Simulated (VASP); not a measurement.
# TaN (F-43m) in VASP: a series of runs

The runs below take TaN through single point, relaxation of cell and atoms, with r2SCAN+D3(BJ), BLYP, PBEsol+U.

All numbers are computed with VASP 6.6.1; they aren't measurements. Logs are shortened: lines on timing, memory, paths and dates and some standing lists are left out, and cuts for length are marked.

**1. The cell of the first run**

The structure is cubic, space group F-43m (No. 216). The conventional cell has a = 4.721 Å, b = 4.721 Å, c = 4.721 Å, α = 90.00°, β = 90.00°, γ = 90.00°. Within 2.7 Å of Ta (site symmetry -43m) lie 4 N at 2.04 Å. Within 2.7 Å of N (site symmetry -43m) lie 4 Ta at 2.04 Å.

**2. Single point, r2SCAN+D3(BJ)**

Input file POSCAR:

```
TaN
1.0
    0.0000000000      2.3602803434      2.3602803434
    2.3602803434      0.0000000000      2.3602803434
    2.3602803434      2.3602803434      0.0000000000
Ta N
1 1
Direct
    0.0000000000      0.0000000000      0.0000000000
    0.2500000000      0.2500000000      0.2500000000
```

Input file INCAR.step1:

```
SYSTEM = TaN
ALGO = Normal
EDIFF = 1E-5
ENCUT = 770
GGA = PE
GGA_COMPAT = .False.
ISMEAR = -1
LASPH = .True.
LCHARG = .False.
LREAL = .False.
LWAVE = .True.
NBANDS = 16
NELM = 120
PREC = Accurate
SIGMA = 0.05
```

Input file INCAR.step2:

```
SYSTEM = TaN
ALGO = Normal
EDIFF = 1E-6
ENCUT = 770
GGA_COMPAT = .False.
ISIF = 2
ISMEAR = -1
ISTART = 1
IVDW = 12
LASPH = .True.
LCHARG = .True.
LELF = .True.
LMIXTAU = .True.
LREAL = .False.
LVHAR = .True.
LWAVE = .False.
METAGGA = R2SCAN
NBANDS = 16
NELM = 120
PREC = Accurate
SIGMA = 0.05
VDW_A1 = 0.49484001
VDW_A2 = 5.73083694
VDW_S6 = 1.0
VDW_S8 = 0.78981345
```

Input file KPOINTS:

```
k-points
0
Gamma
  9 9 9
  0 0 0
```

Potentials or basis: VASP PAW PBE potentials, release 64 (Ta_sv_GW, N).

Run with:

```
$ cat potpaw_PBE.64/Ta_sv_GW/POTCAR potpaw_PBE.64/N/POTCAR > POTCAR
$ cp INCAR.step1 INCAR
$ mpirun -np 1 vasp_std > vasp.out
$ cp INCAR.step2 INCAR
$ mpirun -np 1 vasp_std > vasp.out
```

OUTCAR:

```text
SYSTEM = TaN
   EDIFF = 1E-6
   ENCUT = 770
   ISIF = 2
   ISMEAR = -1
   ISTART = 1
   IVDW = 12
   LASPH = .True.
   LREAL = .False.
   METAGGA = R2SCAN
   NELM = 120
   PREC = Accurate
 IVDW          = 12

 ion  position               nearest neighbor table
   1  0.000  0.000  0.000-   2 2.04   2 2.04   2 2.04   2 2.04
   2  0.250  0.250  0.250-   1 2.04   1 2.04   1 2.04   1 2.04

  LATTYP: Found a face centered cubic cell.
 ALAT       =     4.7205606868

  Lattice vectors:

 A1 = (   0.0000000000,   2.3602803434,   2.3602803434)
 A2 = (   2.3602803434,   0.0000000000,   2.3602803434)
 A3 = (   2.3602803434,   2.3602803434,   0.0000000000)

Analysis of symmetry for initial positions (statically):
=====================================================================
 Subroutine PRICEL returns:
 Original cell was already a primitive cell.

 Routine SETGRP: Setting up the symmetry group for a
 face centered cubic supercell.

 Subroutine GETGRP returns: Found 24 space group operations
 (whereof 24 operations were pure point group operations)
 out of a pool of 48 trial point group operations.

The static configuration has the point symmetry T_d .

Analysis of symmetry for dynamics (positions and initial velocities):
=====================================================================
 Subroutine PRICEL returns:
 Original cell was already a primitive cell.

 Routine SETGRP: Setting up the symmetry group for a
 face centered cubic supercell.

 Subroutine GETGRP returns: Found 24 space group operations
 (whereof 24 operations were pure point group operations)
 out of a pool of 48 trial point group operations.

The dynamic configuration has the point symmetry T_d .

 Subroutine INISYM returns: Found 24 space group operations
 (whereof 24 operations are pure point group operations),
 and found     1 'primitive' translations

----------------------------------------------------------------------------------------

                                     Primitive cell

  volume of cell :      26.2979

  direct lattice vectors                    reciprocal lattice vectors
     0.000000000  2.360280343  2.360280343    -0.211839242  0.211839242  0.211839242
     2.360280343  0.000000000  2.360280343     0.211839242 -0.211839242  0.211839242
     2.360280343  2.360280343  0.000000000     0.211839242  0.211839242 -0.211839242

  length of vectors
     3.337940473  3.337940473  3.337940473     0.366916331  0.366916331  0.366916331

  position of ions in fractional coordinates (direct lattice)
     0.000000000  0.000000000  0.000000000
     0.250000000  0.250000000  0.250000000

  ion indices of the primitive-cell ions
   primitive index   ion index
                 1           1
                 2           2

----------------------------------------------------------------------------------------

 KPOINTS: k-points

Automatic generation of k-mesh.
 Grid dimensions read from file:
 generate k-points for:    9    9    9

 Generating k-lattice:

  Cartesian coordinates                     Fractional coordinates (reciprocal lattice)
    -0.023537694  0.023537694  0.023537694     0.111111111  0.000000000  0.000000000
     0.023537694 -0.023537694  0.023537694     0.000000000  0.111111111  0.000000000
     0.023537694  0.023537694 -0.023537694     0.000000000  0.000000000  0.111111111

  Length of vectors
     0.040768481  0.040768481  0.040768481

  Shift w.r.t. Gamma in fractional coordinates (k-lattice)
     0.000000000  0.000000000  0.000000000

 Subroutine IBZKPT returns following result:
 ===========================================

 Found     35 irreducible k-points:

 Following reciprocal coordinates:
            Coordinates               Weight
  0.000000  0.000000  0.000000      1.000000
  0.111111  0.000000  0.000000      8.000000
  0.222222  0.000000  0.000000      8.000000
  0.333333  0.000000  0.000000      8.000000
  0.444444  0.000000  0.000000      8.000000
  0.111111  0.111111  0.000000      6.000000
[... 16 lines left out ...]
 -0.333333  0.333333  0.000000     12.000000
  0.444444  0.444444  0.000000      6.000000
 [... further k-points ...]
   k-points           NKPTS =     35   k-points in BZ     NKDIM =     35   number of bands    NBANDS=     16
   number of dos      NEDOS =    301   number of ions     NIONS =      2
   total plane-waves  NPLWV =  27000
   dimension x,y,z NGX =    30 NGY =   30 NGZ =   30
   dimension x,y,z NGXF=    60 NGYF=   60 NGZF=   60
   ions per type =               1   1
   NGX,Y,Z   is equivalent  to a cutoff of  14.94, 14.94, 14.94 a.u.
   NGXF,Y,Z  is equivalent  to a cutoff of  29.88, 29.88, 29.88 a.u.
 SYSTEM =  TaN
   PREC   = accura    normal or accurate (medium, high low for compatibility)
   ISTART =      1    job   : 0-new  1-cont  2-samecut
   ICHARG =      0    charge: 1-file 2-atom 10-const
   ISPIN  =      1    spin polarized calculation?
   LNONCOLLINEAR =      F non collinear calculations
[... 27 lines left out ...]
  Thomas-Fermi vector in A             =   2.561238
   LORBIT       =      0    0 simple, 1 ext, 2 COOP (PROOUT), +10 PAW based schemes
   METAGGA = R2SCAN    functional components
   LHFCALC =     F    Hartree Fock is set to
   AEXX    =    0.0000 exact exchange contribution
   IVDW    =    12    specifies the selected vdW correction
   LEPSILON=     F    determine dielectric tensor
   LRPA    =     F    only Hartree local field effects (RPA)
 non-spin polarized calculation
  energy-cutoff  :      770.00
  volume of cell :       26.30
 maximum number of plane-waves:      1299
 NGX is ok and might be reduce to    30
   NGX = 15   NGY = 15   NGZ = 15

 number of electron      18.0000000 magnetization

 Free energy of the ion-electron system (eV)
  ---------------------------------------------------
  ext. energy  EPLUGINS =         0.00000000
  ---------------------------------------------------
  free energy    TOTEN  =       -61.91983062 eV

  energy without entropy =      -61.90974835  energy(sigma->0) =      -61.91478948

 E-fermi :  10.5810     XC(G=0): -13.1769

 val. band max:       10.5653821458   @ k =  -0.3333   0.4444   0.2222
 cond. band min:      10.6139019817   @ k =  -0.3333   0.2222   0.0000
 fundamental gap:      0.0485198359
 Fermi energy:        10.5809525958

 k-point     1 :       0.0000    0.0000    0.0000
  band No.  band energies     occupation
      1     -60.8247      2.00000
      2     -26.4539      2.00000
      3     -26.4539      2.00000
      4     -26.4539      2.00000
      5      -8.2552      2.00000
      6       3.0133      2.00000
[... 8 lines left out ...]
     15      24.5915      0.00000
     16      24.5915      0.00000

 k-point     2 :       0.1111    0.0000    0.0000
  band No.  band energies     occupation
      1     -60.8219      2.00000
      2     -26.5146      2.00000
      3     -26.4620      2.00000
      4     -26.4620      2.00000
      5      -8.0959      2.00000
      6       2.7929      2.00000
[... 8 lines left out ...]
     15      22.5757      0.00000
     16      24.6927      0.00000

 k-point     3 :       0.2222    0.0000    0.0000
  band No.  band energies     occupation
      1     -60.8147      2.00000
      2     -26.6649      2.00000
      3     -26.4823      2.00000
      4     -26.4823      2.00000
      5      -7.7115      2.00000
      6       2.5225      2.00000
[... 8 lines left out ...]
     15      19.8337      0.00000
     16      25.1968      0.00000

 k-point     4 :       0.3333    0.0000    0.0000
  band No.  band energies     occupation
      1     -60.8064      2.00000
      2     -26.8305      2.00000
      3     -26.5052      2.00000
      4     -26.5052      2.00000
      5      -7.3175      2.00000
      6       2.6349      2.00000
[... 8 lines left out ...]
     15      18.5973      0.00000
     16      26.2041      0.00000
[... 324 lines left out ...]
 k-point    22 :      -0.4444    0.3333    0.0000
  band No.  band energies     occupation
      1     -60.7933      2.00000
      2     -26.8891      2.00000
      3     -26.6887      2.00000
      4     -26.5939      2.00000
      5      -6.6967      2.00000
      6       2.3087      2.00000
[... 8 lines left out ...]
     15      21.6554      0.00000
     16      22.8643      0.00000

 k-point    23 :      -0.3333    0.3333    0.0000
  band No.  band energies     occupation
      1     -60.7942      2.00000
      2     -26.8500      2.00000
      3     -26.7334      2.00000
      4     -26.5695      2.00000
      5      -6.7317      2.00000
      6       2.8549      2.00000
[... 8 lines left out ...]
     15      20.5575      0.00000
     16      22.6512      0.00000

 k-point    24 :       0.4444    0.4444    0.0000
  band No.  band energies     occupation
      1     -60.7932      2.00000
      2     -26.9335      2.00000
      3     -26.6196      2.00000
      4     -26.6196      2.00000
      5      -6.6944      2.00000
      6       1.6643      2.00000
[... 8 lines left out ...]
     15      22.8974      0.00000
     16      24.3796      0.00000

 [... further k-points ...]

------------------------ aborting loop because EDIFF is reached ----------------------------------------

 Edisp (eV)   -0.36013

 E8    (eV) :    -0.1335

  FORCE on cell =-STRESS in cart. coord.  units (eV):
  Direction    XX          YY          ZZ          XY          YZ          ZX
  --------------------------------------------------------------------------------------
  -------------------------------------------------------------------------------------
  Total       0.03404     0.03404     0.03404     0.00000     0.00000    -0.00000
  in kB       2.07378     2.07378     2.07378     0.00000     0.00000    -0.00000
  external pressure =        2.07 kB  Pullay stress =        0.00 kB

 VOLUME and BASIS-vectors are now :
 -----------------------------------------------------------------------------
  energy-cutoff  :      770.00
  volume of cell :       26.30
      direct lattice vectors                 reciprocal lattice vectors
     0.000000000  2.360280343  2.360280343    -0.211839242  0.211839242  0.211839242
     2.360280343  0.000000000  2.360280343     0.211839242 -0.211839242  0.211839242
     2.360280343  2.360280343  0.000000000     0.211839242  0.211839242 -0.211839242

 POSITION                                       TOTAL-FORCE (eV/Angst)
 -----------------------------------------------------------------------------------
      0.00000      0.00000      0.00000         0.000000      0.000000      0.000000
      1.18014      1.18014      1.18014        -0.000000     -0.000000     -0.000000
 -----------------------------------------------------------------------------------
    total drift:                               -0.000000     -0.000000     -0.000000

  FREE ENERGIE OF THE ION-ELECTRON SYSTEM (eV)
  ---------------------------------------------------
  free  energy   TOTEN  =       -62.2799616510 eV

  energy  without entropy=      -62.2698793808  energy(sigma->0) =      -62.27492052
```

It took 1.9 min on 1 thread of AMD EPYC 7R43 (Zen 3), shared host; peak memory 0.17 GiB.

Results:

| Item | Value |
| --- | --- |
| Free energy | -62.2800 eV |
| Pressure | 0.2 GPa |
| Band gap on the k mesh | zero (bands 9 and 10 overlap by 0.48 eV) |
| Dispersion energy per atom | -0.180 eV |

Levels at points of the mesh, in eV from the Fermi level:
```tsv
k point	band 6	band 7	band 8	band 9	band 10	band 11	band 12	band 13
(0.00, 0.00, 0.00)	-7.57	-7.57	-7.57	-1.21	0.53	0.53	5.97	5.97
```

Caveat: the PAW data sets were made with another functional, which shifts forces and pressure a little; spin-orbit coupling is left out, which moves the levels of the heavy elements.

**3. Relaxation of cell and atoms, BLYP**

This run uses another cell than the first one, of 15.46 Å³/atom.

Input file INCAR:

```
PREC     = Accurate       # precision mode
ENCUT    = 700            # plane-wave cutoff, eV
EDIFF    = 1E-7           # SCF threshold, eV
ISMEAR   = -1             # smearing method
SIGMA    = 0.05           # smearing width, eV
LREAL    = F              # projectors in reciprocal space
LASPH    = T              # aspherical terms in the spheres
NELM     = 120            # most SCF steps
ALGO     = Normal         # electronic algorithm
ISIF     = 3              # what is computed and relaxed
LWAVE    = F              # write WAVECAR
LCHARG   = F              # write CHGCAR
GGA      = B5             # functional
ALDAX    = 1.0          
AGGAX    = 1.0          
AGGAC    = 1.0          
ALDAC    = 0.0          
IBRION   = 2              # ionic algorithm
NSW      = 60             # ionic steps
EDIFFG   = -0.01          # ionic threshold
GGA_COMPAT= F            
NELMIN   = 4
```

Input file KPOINTS:

```
Automatic mesh
0
Gamma
  9 9 9
```

Input file POSCAR:

```
TaN
1.0
    0.0000000000      2.4911437700      2.4911437700
    2.4911437700      0.0000000000      2.4911437700
    2.4911437700      2.4911437700      0.0000000000
Ta N
1 1
Direct
    0.0000000000      0.0000000000      0.0000000000
    0.2500000000      0.2500000000      0.2500000000
```

Potentials or basis: VASP PAW PBE potentials, release 64 (Ta_sv_GW, N).

Run with:

```
$ cat potpaw_PBE.64/Ta_sv_GW/POTCAR potpaw_PBE.64/N/POTCAR > POTCAR
$ mpirun -np 1 vasp_std > vasp.out
```

It took 6.4 min on 1 thread of AMD EPYC 7R43 (Zen 3), shared host; peak memory 0.17 GiB.

The run converged. Its results:

```yaml
Free_energy: -22.3504 eV
Relaxed_volume: 13.93 Å³/atom
Relaxed_cell: a = 3.403 Å, b = 3.403 Å, c = 3.403 Å, α = 60.00°, β = 60.00°, γ = 60.00°
Space_group_after_relaxing_to_0.1_Å: F-43m (No. 216)
Energy_gained_by_relaxing: 99.0 meV/atom
Ionic_steps: 8
Pressure_after_relaxing: 0.1 GPa
Band_gap_on_the_k_mesh: zero (bands 9 and 10 overlap by 0.53 eV)
```

Step by step:
| step | energy change (eV) | largest force (eV/Å) | pressure (GPa) | volume (Å³) |
| --- | --- | --- | --- | --- |
| 1 | 0.0000 | 0.0000 | -18.99 | 30.92 |
| 2 | 0.4888 | 0.0000 | 57.48 | 23.42 |
| 3 | -0.1974 | 0.0000 | -1.27 | 28.03 |
| 4 | -0.1980 | 0.0000 | -0.26 | 27.90 |
| 5 | -0.1980 | 0.0000 | 0.22 | 27.84 |
| 6 | -0.1980 | 0.0000 | -0.34 | 27.91 |
| 7 | -0.1980 | 0.0000 | -0.22 | 27.87 |
| 8 | -0.1980 | 0.0000 | 0.11 | 27.86 |

Final structure:
```
Ta N
1.0
     0.00000    2.40605    2.40605
     2.40605    0.00000    2.40605
     2.40605    2.40605    0.00000
Ta N
1 1
Direct
  0.00000 0.00000 0.00000
  0.25000 0.25000 0.25000
```

Levels at points of the mesh, in eV from the Fermi level:
```
           k point  band 7  band 8  band 9  band 10  band 11  band 12
(0.00, 0.00, 0.00)   -6.70   -6.70   -0.99     0.42     0.42     5.40
```

Caveat: the PAW data sets were made with another functional, which shifts forces and pressure a little; spin-orbit coupling is left out, which moves the levels of the heavy elements.

**4. Relaxation of cell and atoms, PBEsol+U**

This run uses another cell than the first one, of 15.46 Å³/atom.

Input file INCAR:

```
PREC     = Accurate       # precision mode
ENCUT    = 700            # plane-wave cutoff, eV
EDIFF    = 1E-7           # SCF threshold, eV
ISMEAR   = -1             # smearing method
SIGMA    = 0.05           # smearing width, eV
LREAL    = False          # projectors in reciprocal space
LASPH    = True           # aspherical terms in the spheres
NELM     = 200            # most SCF steps
ALGO     = Normal         # electronic algorithm
ISIF     = 3              # what is computed and relaxed
LWAVE    = False          # write WAVECAR
LCHARG   = False          # write CHGCAR
LMAXMIX  = 4              # l up to which the mixer works
LDAU     = True           # DFT+U
LDAUTYPE = 2            
LDAUL    = 2 -1           # shell
LDAUU    = 8 0            # U, eV
LDAUJ    = 0 0          
LDAUPRINT= 1            
GGA      = PS             # functional
IBRION   = 2              # ionic algorithm
NSW      = 60             # ionic steps
EDIFFG   = -0.01          # ionic threshold
GGA_COMPAT= False        
NELMIN   = 4
```

KPOINTS is that of step 3.

POSCAR is that of step 3.

Run with:

```
$ cat potpaw_PBE.64/Ta_sv_GW/POTCAR potpaw_PBE.64/N/POTCAR > POTCAR
$ mpirun -np 1 vasp_std > vasp.out
```

Wall time 2.3 min (1 thread of Intel Xeon Platinum 8259CL at 2.50GHz (Skylake/Cascade Lake), shared host); peak memory 0.2 GiB.

Results (log left out):

```
Free energy                           : -18.5929 eV
Relaxed volume                        : 14.16 Å³/atom
Relaxed cell                          : a = 3.421 Å, b = 3.421 Å, c = 3.421 Å, α = 60.00°, β = 60.00°, γ = 60.00°
Space group after relaxing (to 0.1 Å) : F-43m (No. 216)
Energy gained by relaxing             : 76.8 meV/atom
Ionic steps                           : 7
Pressure after relaxing               : 0.0 GPa
Band gap on the k mesh                : zero (bands 9 and 10 overlap by 0.46 eV)
```

Step by step:
| step | energy change (eV) | largest force (eV/Å) | pressure (GPa) | volume (Å³) |
| --- | --- | --- | --- | --- |
| 1 | 0.0000 | 0.0000 | -17.50 | 30.92 |
| 2 | 0.5003 | 0.0000 | 55.30 | 23.96 |
| 3 | -0.1530 | 0.0000 | -1.15 | 28.45 |
| 4 | -0.1535 | 0.0000 | -0.19 | 28.34 |
| 5 | -0.1535 | 0.0000 | 0.22 | 28.28 |
| 6 | -0.1535 | 0.0000 | -0.37 | 28.35 |
| 7 | -0.1535 | 0.0000 | 0.01 | 28.31 |

Final structure:
```
CELL_PARAMETERS angstrom
0.00000 2.41901 2.41901
2.41901 0.00000 2.41901
2.41901 2.41901 0.00000
ATOMIC_POSITIONS crystal
Ta 0.00000 0.00000 0.00000
N 0.25000 0.25000 0.25000
```

Levels at points of the mesh, in eV from the Fermi level:
| k point | band 6 | band 7 | band 8 | band 9 | band 10 | band 11 | band 12 | band 13 |
| --- | --- | --- | --- | --- | --- | --- | --- | --- |
| (0.00, 0.00, 0.00) | -6.99 | -6.99 | -6.99 | -2.24 | 1.08 | 1.08 | 4.96 | 4.96 |

Eigenvalues of the final occupation matrices:
| site | spin | trace | eigenvalues |
| --- | --- | --- | --- |
| site 1 d | 1 | 0.95 | 0.11 0.11 0.24 0.24 0.24 |
| site 1 d | 2 | 0.95 | 0.11 0.11 0.24 0.24 0.24 |

Caveat: the PAW data sets were made with another functional, which shifts forces and pressure a little; spin-orbit coupling is left out, which moves the levels of the heavy elements; U without spin polarisation on a metal has little footing.

**5. The runs side by side**

| task | level | U | cell | cutoff (eV) | gap on the mesh (eV) | pressure (GPa) | relaxed volume (Å³/atom) |
| --- | --- | --- | --- | --- | --- | --- | --- |
| single point | r2SCAN+D3(BJ) | - | a = 3.338 Å, angles 60.0°, 2 atoms | 770 | none | 0.2 | - |
| relaxation of cell and atoms | BLYP | - | relaxed from a = 3.523 Å, angles 60.0°, 2 atoms | 700 | none | 0.1 | 13.93 |
| relaxation of cell and atoms | PBEsol+U | Ta d U = 8.0 eV | relaxed from a = 3.523 Å, angles 60.0°, 2 atoms | 700 | none | 0.0 | 14.16 |

Alike in all rows: potentials or basis VASP PAW PBE potentials, release 64 (Ta_sv_GW, N); no spin polarisation; k mesh 9 × 9 × 9; smearing fermi-dirac 0.05 eV.

Caveats: the PAW data sets were made with another functional, which shifts forces and pressure a little; spin-orbit coupling is left out, which moves the levels of the heavy elements; U without spin polarisation on a metal has little footing (at least some runs).

Absolute energies hang on the potentials; compare differences alone.

The gap in the log of VASP goes by the Fermi energy; the results here count the filled bands.